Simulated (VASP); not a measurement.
# Li (I4/mmm) in VASP: notebook

Runs on Li. Level: PBEsol. Tasks: single point.

All numbers are computed with VASP 6.6.1; they aren't measurements. Logs are shortened: lines on timing, memory, paths and dates and some standing lists are left out, and cuts for length are marked.

## Step 1: The cell of the first run

Symmetry: I4/mmm, No. 139, tetragonal system. Conventional cell: a = 3.430 Å, b = 3.430 Å, c = 3.500 Å, α = 90.00°, β = 90.00°, γ = 90.00°. Li (site symmetry 4/mmm) has 14 Li at 2.99 to 3.50 Å within 3.9 Å.

## Step 2: Single point, PBEsol (equal xx and yy strain of -2 %)

File INCAR:

```
SYSTEM = Li
PREC = Accurate ; ENCUT = 520
EDIFF = 1E-6 ; ISMEAR = -1
SIGMA = 0.08 ; LREAL = .FALSE.
LASPH = .TRUE. ; NELM = 80
ALGO = Normal ; ISIF = 2
LWAVE = .FALSE. ; LCHARG = .FALSE.
GGA = PS ; NBANDS = 8
```

File KPOINTS:

```
regular mesh
0
G
  15 15 15
  0 0 0
```

File POSCAR:

```
Li
1.0
   -1.7150000000      1.7150000000      1.7500000000
    1.7150000000     -1.7150000000      1.7500000000
    1.7150000000      1.7150000000     -1.7500000000
Li
1
Direct
    0.0000000000      0.0000000000      0.0000000000
```

Potentials or basis: VASP PAW PBE potentials, release 64 (Li_sv).

Launch:

```console
$ cat potpaw_PBE.64/Li_sv/POTCAR > POTCAR
$ mpirun -np 1 vasp_std > vasp.out
```

OUTCAR:

```text
SYSTEM = Li
   PREC = Accurate
   ENCUT = 520
   EDIFF = 1E-6
   ISMEAR = -1
   LREAL = .FALSE.
   LASPH = .TRUE.
   NELM = 80
   ISIF = 2
   GGA = PS

 ion  position               nearest neighbor table
   1  0.000  0.000  0.000-

  LATTYP: Found a body centered tetragonal cell.
 ALAT       =     3.4300000000
 C/A-ratio  =     1.0204081633

  Lattice vectors:

 A1 = (  -1.7150000000,   1.7150000000,   1.7500000000)
 A2 = (   1.7150000000,  -1.7150000000,   1.7500000000)
 A3 = (   1.7150000000,   1.7150000000,  -1.7500000000)

Analysis of symmetry for initial positions (statically):
=====================================================================
 Subroutine PRICEL returns:
 Original cell was already a primitive cell.

 Routine SETGRP: Setting up the symmetry group for a
 body centered tetragonal supercell.

 Subroutine GETGRP returns: Found 16 space group operations
 (whereof 16 operations were pure point group operations)
 out of a pool of 16 trial point group operations.

The static configuration has the point symmetry D_4h.

Analysis of symmetry for dynamics (positions and initial velocities):
=====================================================================
 Subroutine PRICEL returns:
 Original cell was already a primitive cell.

 Routine SETGRP: Setting up the symmetry group for a
 body centered tetragonal supercell.

 Subroutine GETGRP returns: Found 16 space group operations
 (whereof 16 operations were pure point group operations)
 out of a pool of 16 trial point group operations.

The dynamic configuration has the point symmetry D_4h.

 Subroutine INISYM returns: Found 16 space group operations
 (whereof 16 operations are pure point group operations),
 and found     1 'primitive' translations

----------------------------------------------------------------------------------------

                                     Primitive cell

  volume of cell :      20.5886

  direct lattice vectors                    reciprocal lattice vectors
    -1.715000000  1.715000000  1.750000000     0.000000000  0.291545190  0.285714286
     1.715000000 -1.715000000  1.750000000     0.291545190  0.000000000  0.285714286
     1.715000000  1.715000000 -1.750000000     0.291545190  0.291545190  0.000000000

  length of vectors
     2.990810927  2.990810927  2.990810927     0.408204912  0.408204912  0.412307161

  position of ions in fractional coordinates (direct lattice)
     0.000000000  0.000000000  0.000000000

[... 75 lines left out ...]
   EDIFF  = 0.1E-05   stopping-criterion for ELM
   LREAL  =      F    real-space projection
   EDIFFG = 0.1E-04   stopping-criterion for IOM
   NSW    =      0    number of steps for IOM
   IBRION =     -1    ionic relax: 0-MD 1-quasi-New 2-CG
   NFREE  =      0    steps in history (QN), initial steepest desc. (CG)
   ISIF   =      2    stress and relaxation
   ISYM   =      2    0-nonsym 1-usesym 2-fastsym
   POTIM  = 0.5000    time-step for ionic-motion
   TEBEG  =    0.0;   TEEND  =   0.0 temperature during run
   PSTRESS=    0.0 pullay stress
   NELECT =       3.0000    total number of electrons
   NUPDOWN=      -1.0000    fix difference up-down
   EMIN   =  10.00;   EMAX   =-10.00  energy-range for DOS
   EFERMI =   0.00;   METHOD = LEGACY
   ISMEAR =    -1;   SIGMA  =   0.08  broadening in eV -4-tet -1-fermi 0-gaus
   EFERMI_NEDOS =   21; number of points for ismear=-14 and -15
   IALGO  =     38    algorithm
   IMIX   =      4    mixing-type and parameters
     AMIX     =   0.40;   BMIX     =  1.00
     AMIX_MAG =   1.60;   BMIX_MAG =  1.00
  volume/ion in A,a.u.               =      20.59       138.94
  Fermi-wavevector in a.u.,A,eV,Ry     =   0.861469  1.627941 10.097284  0.742129
  Thomas-Fermi vector in A             =   1.979128
   LORBIT       =      0    0 simple, 1 ext, 2 COOP (PROOUT), +10 PAW based schemes
   GGA     = PS    functional components
   LHFCALC =     F    Hartree Fock is set to
   AEXX    =    0.0000 exact exchange contribution
   IVDW    =     0    specifies the selected vdW correction
   LEPSILON=     F    determine dielectric tensor
   LRPA    =     F    only Hartree local field effects (RPA)
 non-spin polarized calculation
  energy-cutoff  :      520.00
  volume of cell :       20.59
 maximum number of plane-waves:       571
   NGX = 11   NGY = 11   NGZ = 11

 number of electron       2.9999996 magnetization

 Free energy of the ion-electron system (eV)
  ---------------------------------------------------
  ext. energy  EPLUGINS =         0.00000000
  ---------------------------------------------------
  free energy    TOTEN  =        -1.97012001 eV

  energy without entropy =       -1.95926799  energy(sigma->0) =       -1.96469400

 E-fermi :   0.6154     XC(G=0):  -6.9796

 val. band max:        0.6140052776   @ k =  -0.2667  -0.3333   0.2000
 cond. band min:       0.6256093169   @ k =   0.2000   0.2000   0.1333
 fundamental gap:      0.0116040393
 Fermi energy:         0.6153891083

 k-point     1 :       0.0000    0.0000    0.0000
  band No.  band energies     occupation
      1     -45.3559      2.00000
      2      -2.9502      2.00000
      3      14.9854      0.00000
      4      15.0843      0.00000
      5      15.0843      0.00000
      6      19.5915      0.00000
      7      19.5915      0.00000
      8      20.0717      0.00000
[... 243 lines left out ...]
 k-point    24 :       0.2000    0.1333    0.0000
  band No.  band energies     occupation
      1     -45.3439      2.00000
      2      -1.3813      2.00000
      3       8.6722      0.00000
      4      10.3806      0.00000
      5      12.5425      0.00000
      6      17.2055      0.00000
      7      17.6796      0.00000
      8      20.6567      0.00000

 [... further k-points ...]

------------------------ aborting loop because EDIFF is reached ----------------------------------------

  FORCE on cell =-STRESS in cart. coord.  units (eV):
  Direction    XX          YY          ZZ          XY          YZ          ZX
  --------------------------------------------------------------------------------------
  -------------------------------------------------------------------------------------
  Total       -0.0423204     -0.0423204     -0.0355376      0.0000000     -0.0000000      0.0000000
  in kB       -3.2933196     -3.2933196     -2.7654882      0.0000000     -0.0000000      0.0000000
  external PRESSURE =      -3.1173758 kB  Pullay stress =       0.0000000 kB

 VOLUME and BASIS-vectors are now :
 -----------------------------------------------------------------------------
  energy-cutoff  :      520.00
  volume of cell :       20.59
      direct lattice vectors                 reciprocal lattice vectors
    -1.715000000  1.715000000  1.750000000     0.000000000  0.291545190  0.285714286
     1.715000000 -1.715000000  1.750000000     0.291545190  0.000000000  0.285714286
     1.715000000  1.715000000 -1.750000000     0.291545190  0.291545190  0.000000000

 POSITION                                       TOTAL-FORCE (eV/Angst)
 -----------------------------------------------------------------------------------
      0.00000      0.00000      0.00000         0.000000     -0.000000     -0.000000
 -----------------------------------------------------------------------------------
    total drift:                               -0.000000     -0.000000      0.000000

  FREE ENERGIE OF THE ION-ELECTRON SYSTEM (eV)
  ---------------------------------------------------
  free  energy   TOTEN  =        -1.9701200144 eV

  energy  without entropy=       -1.9592679872  energy(sigma->0) =       -1.96469400
```

Run time: 23 s. Hardware: 1 thread of AMD EPYC 7R13 (Zen 3), shared host; peak memory 0.12 GiB.

What came out:

```
Free energy            : -1.9701 eV
Band gap on the k mesh : zero (an odd number of electrons rules out a gap without spin polarisation)
```

Caveat: the cell differs from its parent crystal (equal xx and yy strain of -2 %); the cutoff is under 1.25 times the usual one of these potentials, so pressure, stress and relaxed cells hold a basis-set (Pulay) error; the PAW data sets were made with another functional, which shifts forces and pressure a little.

## Step 3: Single point, PBEsol (equal xx and yy strain of +1 %)

File INCAR:

```
PREC = Accurate
ENCUT = 520
EDIFF = 1E-6
ISMEAR = -1
SIGMA = 0.08
LREAL = F
LASPH = T
NELM = 100
ALGO = Normal
ISIF = 2
LWAVE = F
LCHARG = F
GGA = PS
NBANDS = 8
```

File KPOINTS:

```
Automatic mesh
0
Gamma
  15 15 15
```

File POSCAR:

```
Li
1.0
   -1.7675000000      1.7675000000      1.7500000000
    1.7675000000     -1.7675000000      1.7500000000
    1.7675000000      1.7675000000     -1.7500000000
Li
1
Direct
    0.0000000000      0.0000000000      0.0000000000
```

Potentials or basis: VASP PAW PBE potentials, release 64 (Li_sv).

Launch:

```console
$ cat potpaw_PBE.64/Li_sv/POTCAR > POTCAR
$ mpirun -np 1 vasp_std > vasp.out
```

Run time: 23 s. Hardware: 1 thread of AMD EPYC 7R13 (Zen 3), shared host; peak memory 0.13 GiB.

Results (log left out):

```
Free energy            : -1.9658 eV
Band gap on the k mesh : zero (an odd number of electrons rules out a gap without spin polarisation)
```

Levels at points of the mesh, in eV from the Fermi level:
| k point | band 1 | band 2 | band 3 | band 4 | band 5 | band 6 | band 7 |
| --- | --- | --- | --- | --- | --- | --- | --- |
| (0.00, 0.00, 0.00) | -46.07 | -3.48 | 13.82 | 13.82 | 13.87 | 18.25 | 18.48 |

Caveat: the cell differs from its parent crystal (equal xx and yy strain of +1 %); the cutoff is under 1.25 times the usual one of these potentials, so pressure, stress and relaxed cells hold a basis-set (Pulay) error; the PAW data sets were made with another functional, which shifts forces and pressure a little.

## Step 4: Single point, PBEsol (equal xx and yy strain of +3 %)

File INCAR:

```
ALGO = Normal ; EDIFF = 1E-6
ENCUT = 520 ; GGA = PS
ISIF = 2 ; ISMEAR = -1
LASPH = True ; LCHARG = False
LREAL = False ; LWAVE = False
NBANDS = 8 ; NELM = 60
PREC = Accurate ; SIGMA = 0.08
```

File KPOINTS:

```
k-points
0
Gamma
  15 15 15
```

File POSCAR:

```
Li
1.0
   -1.8025000000      1.8025000000      1.7500000000
    1.8025000000     -1.8025000000      1.7500000000
    1.8025000000      1.8025000000     -1.7500000000
Li
1
Direct
    0.0000000000      0.0000000000      0.0000000000
```

Launch:

```console
$ cat potpaw_PBE.64/Li_sv/POTCAR > POTCAR
$ mpirun -np 1 vasp_std > vasp.out
```

It took 23 s on 1 thread of AMD EPYC 7R13 (Zen 3), shared host; peak memory 0.13 GiB.

Results (log left out):

```
Free energy            : -1.9599 eV
Band gap on the k mesh : zero (an odd number of electrons rules out a gap without spin polarisation)
```

Levels at points of the mesh, in eV from the Fermi level:
| k point | band 1 | band 2 | band 3 | band 4 | band 5 | band 6 |
| --- | --- | --- | --- | --- | --- | --- |
| (0.00, 0.00, 0.00) | -46.14 | -3.43 | 13.40 | 13.40 | 13.57 | 17.51 |

Caveat: the cell differs from its parent crystal (equal xx and yy strain of +3 %); the cutoff is under 1.25 times the usual one of these potentials, so pressure, stress and relaxed cells hold a basis-set (Pulay) error; the PAW data sets were made with another functional, which shifts forces and pressure a little.

## Step 5: The runs side by side

| cell | gap on the mesh (eV) |
| --- | --- |
| a = 2.991 Å, angles 110.0, 110.0, 108.4°, 1 atom | none |
| a = 3.051 Å, angles 109.2, 109.2, 110.0°, 1 atom | none |
| a = 3.092 Å, angles 108.7, 108.7, 111.1°, 1 atom | none |

Alike in all rows: task single point; level PBEsol; potentials or basis VASP PAW PBE potentials, release 64 (Li_sv); no spin polarisation; k mesh 15 × 15 × 15; cutoff (eV) 520; smearing fermi-dirac 0.08 eV.

Caveats: the cutoff is under 1.25 times the usual one of these potentials, so pressure, stress and relaxed cells hold a basis-set (Pulay) error; the PAW data sets were made with another functional, which shifts forces and pressure a little.

Absolute energies hang on the potentials; compare differences alone.

The gap in the log of VASP goes by the Fermi energy; the results here count the filled bands.